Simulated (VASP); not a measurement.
# Li (Fm-3m) in VASP: further runs

Runs on Li. Level: PBEsol. Tasks: elastic constants.

Everything below comes from runs of VASP 6.6.1. Logs are shortened: lines on timing, memory, paths and dates and some standing lists are left out, and cuts for length are marked.

**1. The cell of the first run**

Symmetry: Fm-3m, No. 225, cubic system. Conventional cell: a = 3.673 Å, b = 3.673 Å, c = 3.673 Å, α = 90.00°, β = 90.00°, γ = 90.00°. Within 3.4 Å of Li (site symmetry m-3m) lie 12 Li at 2.60 Å.

This isn't the form of Li at room conditions, which is bcc.

**2. Elastic constants, PBEsol**

Input file INCAR:

```
SYSTEM = Li
PREC = Accurate
ENCUT = 600
EDIFF = 1E-8
ISMEAR = -1
SIGMA = 0.05
LREAL = .FALSE.
LASPH = .TRUE.
NELM = 60
ALGO = Normal
ISIF = 3
LWAVE = .FALSE.
LCHARG = .TRUE.
GGA = PS
IBRION = 6
NFREE = 2
POTIM = 0.015
NSW = 1
```

Input file KPOINTS:

```
regular mesh
0
G
  22 22 22
  0 0 0
```

Input file POSCAR:

```
Li
1.0
    0.0000000000      1.8365921629      1.8365921629
    1.8365921629      0.0000000000      1.8365921629
    1.8365921629      1.8365921629      0.0000000000
Li
1
Direct
    0.0000000000      0.0000000000      0.0000000000
```

Potentials or basis: VASP PAW PBE potentials, release 64 (Li_sv).

The run is started by

```bash
cat potpaw_PBE.64/Li_sv/POTCAR > POTCAR
mpirun -np 1 vasp_std > vasp.out
```

OUTCAR:

```text
SYSTEM = Li
   PREC = Accurate
   ENCUT = 600
   EDIFF = 1E-8
   ISMEAR = -1
   LREAL = .FALSE.
   LASPH = .TRUE.
   NELM = 60
   ISIF = 3
   GGA = PS
   IBRION = 6
   NFREE = 2
   POTIM = 0.015
   NSW = 1

 ion  position               nearest neighbor table
   1  0.000  0.000  0.000-

  LATTYP: Found a face centered cubic cell.
 ALAT       =     3.6731843258

  Lattice vectors:

 A1 = (   0.0000000000,   1.8365921629,   1.8365921629)
 A2 = (   1.8365921629,   0.0000000000,   1.8365921629)
 A3 = (   1.8365921629,   1.8365921629,   0.0000000000)

Analysis of symmetry for initial positions (statically):
=====================================================================
 Subroutine PRICEL returns:
 Original cell was already a primitive cell.

 Routine SETGRP: Setting up the symmetry group for a
 face centered cubic supercell.

 Subroutine GETGRP returns: Found 48 space group operations
 (whereof 48 operations were pure point group operations)
 out of a pool of 48 trial point group operations.

The static configuration has the point symmetry O_h .

Analysis of symmetry for dynamics (positions and initial velocities):
=====================================================================
 Subroutine PRICEL returns:
 Original cell was already a primitive cell.

 Routine SETGRP: Setting up the symmetry group for a
 face centered cubic supercell.

 Subroutine GETGRP returns: Found 48 space group operations
 (whereof 48 operations were pure point group operations)
 out of a pool of 48 trial point group operations.

The dynamic configuration has the point symmetry O_h .

 Subroutine INISYM returns: Found 48 space group operations
 (whereof 48 operations are pure point group operations),
 and found     1 'primitive' translations

----------------------------------------------------------------------------------------

                                     Primitive cell

  volume of cell :      12.3899

  direct lattice vectors                    reciprocal lattice vectors
     0.000000000  1.836592163  1.836592163    -0.272243348  0.272243348  0.272243348
     1.836592163  0.000000000  1.836592163     0.272243348 -0.272243348  0.272243348
     1.836592163  1.836592163  0.000000000     0.272243348  0.272243348 -0.272243348

  length of vectors
     2.597333545  2.597333545  2.597333545     0.471539311  0.471539311  0.471539311

  position of ions in fractional coordinates (direct lattice)
     0.000000000  0.000000000  0.000000000

  ion indices of the primitive-cell ions
   primitive index   ion index
                 1           1

----------------------------------------------------------------------------------------

 KPOINTS: regular mesh

Automatic generation of k-mesh.
 Grid dimensions read from file:
 generate k-points for:   22   22   22

 Generating k-lattice:

  Cartesian coordinates                     Fractional coordinates (reciprocal lattice)
    -0.012374698  0.012374698  0.012374698     0.045454545  0.000000000  0.000000000
     0.012374698 -0.012374698  0.012374698     0.000000000  0.045454545  0.000000000
     0.012374698  0.012374698 -0.012374698     0.000000000  0.000000000  0.045454545

  Length of vectors
     0.021433605  0.021433605  0.021433605

  Shift w.r.t. Gamma in fractional coordinates (k-lattice)
     0.000000000  0.000000000  0.000000000

 Subroutine IBZKPT returns following result:
 ===========================================

 Found    328 irreducible k-points:

 Following reciprocal coordinates:
            Coordinates               Weight
  0.000000  0.000000  0.000000      1.000000
  0.045455  0.000000  0.000000      8.000000
  0.090909  0.000000  0.000000      8.000000
  0.136364  0.000000  0.000000      8.000000
  0.181818  0.000000  0.000000      8.000000
  0.227273  0.000000  0.000000      8.000000
[... 16 lines left out ...]
  0.500000  0.045455  0.000000     24.000000
 -0.454545  0.045455  0.000000     24.000000
 [... further k-points ...]
   k-points           NKPTS =    328   k-points in BZ     NKDIM =    328   number of bands    NBANDS=      5
   number of dos      NEDOS =    301   number of ions     NIONS =      1
   total plane-waves  NPLWV =  13824
   dimension x,y,z NGX =    24 NGY =   24 NGZ =   24
[... 19 lines left out ...]
   NFREE  =      2    steps in history (QN), initial steepest desc. (CG)
   ISIF   =      3    stress and relaxation
   ISYM   =      2    0-nonsym 1-usesym 2-fastsym
   POTIM  = 0.0150    time-step for ionic-motion
   TEBEG  =    0.0;   TEEND  =   0.0 temperature during run
   PSTRESS=    0.0 pullay stress
   NELECT =       3.0000    total number of electrons
   NUPDOWN=      -1.0000    fix difference up-down
   EMIN   =  10.00;   EMAX   =-10.00  energy-range for DOS
   EFERMI =   0.00;   METHOD = LEGACY
   ISMEAR =    -1;   SIGMA  =   0.05  broadening in eV -4-tet -1-fermi 0-gaus
   EFERMI_NEDOS =   21; number of points for ismear=-14 and -15
   IALGO  =     38    algorithm
   IMIX   =      4    mixing-type and parameters
     AMIX     =   0.40;   BMIX     =  1.00
     AMIX_MAG =   1.60;   BMIX_MAG =  1.00
  volume/ion in A,a.u.               =      12.39        83.61
  Fermi-wavevector in a.u.,A,eV,Ry     =   1.020374  1.928226 14.165871  1.041162
  Thomas-Fermi vector in A             =   2.153939
   LORBIT       =      0    0 simple, 1 ext, 2 COOP (PROOUT), +10 PAW based schemes
   GGA     = PS    functional components
   LHFCALC =     F    Hartree Fock is set to
   AEXX    =    0.0000 exact exchange contribution
   IVDW    =     0    specifies the selected vdW correction
   LEPSILON=     F    determine dielectric tensor
   LRPA    =     F    only Hartree local field effects (RPA)
 finite differences with symmetry
 non-spin polarized calculation
  energy-cutoff  :      600.00
  volume of cell :       12.39
 maximum number of plane-waves:       428
 NGX is ok and might be reduce to    24
   NGX = 11   NGY = 11   NGZ = 11

--------------------------------------- Ionic step        1  -------------------------------------------

 number of electron       3.0000001 magnetization

 Free energy of the ion-electron system (eV)
  ---------------------------------------------------
  ext. energy  EPLUGINS =         0.00000000
  ---------------------------------------------------
  free energy    TOTEN  =        -1.71223342 eV

  energy without entropy =       -1.70894078  energy(sigma->0) =       -1.71058710

------------------------ aborting loop because EDIFF is reached ----------------------------------------

  FORCE on cell =-STRESS in cart. coord.  units (eV):
  Direction    XX          YY          ZZ          XY          YZ          ZX
  --------------------------------------------------------------------------------------
  -------------------------------------------------------------------------------------
  Total        1.1433511      1.1433511      1.1433511      0.0000000      0.0000000     -0.0000000
  in kB      147.8502385    147.8502385    147.8502385      0.0000000      0.0000000     -0.0000000
  external PRESSURE =     147.8502385 kB  Pullay stress =       0.0000000 kB
[... 86 lines left out ...]
  FREE ENERGIE OF THE ION-ELECTRON SYSTEM (eV)
  ---------------------------------------------------
  free  energy   TOTEN  =        -1.6945588125 eV

  energy  without entropy=       -1.6912969855  energy(sigma->0) =       -1.69292790

[... ionic steps 4 to 12 ...]

--------------------------------------- Ionic step       13  -------------------------------------------

 number of electron       3.0000000 magnetization

------------------------ aborting loop because EDIFF is reached ----------------------------------------
[... 65 lines left out ...]
--------------------------------------- Ionic step       15  -------------------------------------------

 number of electron       3.0000000 magnetization

 Free energy of the ion-electron system (eV)
  ---------------------------------------------------
  ext. energy  EPLUGINS =         0.00000000
  ---------------------------------------------------
  free energy    TOTEN  =        -1.71223287 eV

  energy without entropy =       -1.70894022  energy(sigma->0) =       -1.71058654

 E-fermi :   2.3230     XC(G=0):  -8.3397

 val. band max:        2.2870237883   @ k =   0.4545   0.3182   0.0455
 cond. band min:       2.3276223905   @ k =   0.5000   0.2727   0.0909
 fundamental gap:      0.0405986022
 Fermi energy:         2.3230167917

 k-point     1 :       0.0000    0.0000    0.0000
  band No.  band energies     occupation
      1     -42.9146      2.00000
      2      -1.7203      2.00000
      3      22.4451      0.00000
      4      22.4451      0.00000
      5      22.4452      0.00000
[... 177 lines left out ...]
 k-point    24 :      -0.4545    0.0455    0.0000
  band No.  band energies     occupation
      1     -42.7974      2.00000
      2       1.9965      1.99709
      3       7.4558      0.00000
      4      19.5403      0.00000
      5      19.8926      0.00000

 [... further k-points ...]

------------------------ aborting loop because EDIFF is reached ----------------------------------------

  FORCE on cell =-STRESS in cart. coord.  units (eV):
  Direction    XX          YY          ZZ          XY          YZ          ZX
  --------------------------------------------------------------------------------------
  -------------------------------------------------------------------------------------
  Total        1.1433833      1.1433833      1.1433833     -0.0000000      0.0000000     -0.0000000
  in kB      147.8544001    147.8544001    147.8544001     -0.0000000      0.0000000     -0.0000000
  external PRESSURE =     147.8544001 kB  Pullay stress =       0.0000000 kB
[... 16 lines left out ...]
  FREE ENERGIE OF THE ION-ELECTRON SYSTEM (eV)
  ---------------------------------------------------
  free  energy   TOTEN  =        -1.7122328655 eV

  energy  without entropy=       -1.7089402188  energy(sigma->0) =       -1.71058654

 INTERNAL STRAIN TENSORS FROM STRAINED CELLS
 ============================================

 INTERNAL STRAIN TENSOR FOR ION    1 for displacements in x,y,z  (eV/Angst):
          X           Y           Z          XY          YZ          ZX
  --------------------------------------------------------------------------------
  x     0.00000     0.00000    -0.00000     0.00000     0.00000     0.00000
  y     0.00000    -0.00000     0.00000     0.00000     0.00000     0.00000
  z     0.00000    -0.00000     0.00000     0.00000     0.00000     0.00000

 INTERNAL STRAIN TENSORS FROM DISPLACED ATOMS
 ============================================

 INTERNAL STRAIN TENSOR FOR ION    1 for displacements in x,y,z  (eV/Angst):
          X           Y           Z          XY          YZ          ZX
  --------------------------------------------------------------------------------
  x     0.00000     0.00000     0.00000     0.00000     0.00000     0.00000
  y     0.00000     0.00000     0.00000     0.00000     0.00000     0.00000
  z     0.00000     0.00000     0.00000     0.00000     0.00000     0.00000

 Eigenvectors and eigenvalues of the dynamical matrix
 ----------------------------------------------------

   1 f/i=    0.000000 THz     0.000000 2PiTHz    0.000000 cm-1     0.000000 meV
             X         Y         Z           dx          dy          dz
      0.000000  0.000000  0.000000    -0.905867   -0.423562    0.000000

   2 f/i=    0.000000 THz     0.000000 2PiTHz    0.000000 cm-1     0.000000 meV
             X         Y         Z           dx          dy          dz
      0.000000  0.000000  0.000000     0.000000    0.000000    1.000000

   3 f/i=    0.000000 THz     0.000000 2PiTHz    0.000000 cm-1     0.000000 meV
             X         Y         Z           dx          dy          dz
      0.000000  0.000000  0.000000     0.423562   -0.905867    0.000000

--------------------------------------------------------------------------------------------------------

 ELASTIC MODULI CONTR FROM IONIC RELAXATION (kBar)
 Direction    XX          YY          ZZ          XY          YZ          ZX
 --------------------------------------------------------------------------------
 XX           0.0000      0.0000      0.0000      0.0000      0.0000      0.0000
 YY           0.0000      0.0000      0.0000      0.0000      0.0000      0.0000
 ZZ           0.0000      0.0000      0.0000      0.0000      0.0000      0.0000
 XY           0.0000      0.0000      0.0000      0.0000      0.0000      0.0000
 YZ           0.0000      0.0000      0.0000      0.0000      0.0000      0.0000
 ZX           0.0000      0.0000      0.0000      0.0000      0.0000      0.0000
 --------------------------------------------------------------------------------

 TOTAL ELASTIC MODULI (kBar)
 Direction    XX          YY          ZZ          XY          YZ          ZX
 --------------------------------------------------------------------------------
 XX         457.6662    360.9711    360.9711     -0.0000     -0.0000     -0.0000
 YY         360.9711    457.6662    360.9711      0.0000     -0.0000      0.0000
 ZZ         360.9711    360.9711    457.6662      0.0000      0.0000     -0.0000
 XY          -0.0000      0.0000      0.0000    133.2198      0.0000      0.0000
 YZ          -0.0000     -0.0000      0.0000      0.0000    133.2198      0.0000
 ZX          -0.0000      0.0000     -0.0000      0.0000      0.0000    133.2198
 --------------------------------------------------------------------------------
```

Run time: 13 min. Hardware: 1 thread of Intel Xeon 8259CL, shared host; peak memory 0.45 GiB.

Results:

```yaml
Elastic_constants_C11_C12_C44: 46, 36, 13 GPa
Voigt_bulk_modulus: 39 GPa
```

Elastic tensor in Voigt notation (GPa, in the Cartesian axes of the cell as first typed):
```
46 36 36  0  0  0
36 46 36  0  0  0
36 36 46  0  0  0
 0  0  0 13  0  0
 0  0  0  0 13  0
 0  0  0  0  0 13
```

Clamped-ion elastic tensor (GPa):
```
46 36 36  0  0  0
36 46 36  0  0  0
36 36 46  0  0  0
 0  0  0 13  0  0
 0  0  0  0 13  0
 0  0  0  0  0 13
```

Caveat: the cell is under stress, which shifts elastic constants; the cutoff is under 1.25 times the usual one of these potentials, so pressure, stress and relaxed cells hold a basis-set (Pulay) error; the PAW data sets were made with another functional, which shifts forces and pressure a little.

[end of part 1 of 2]
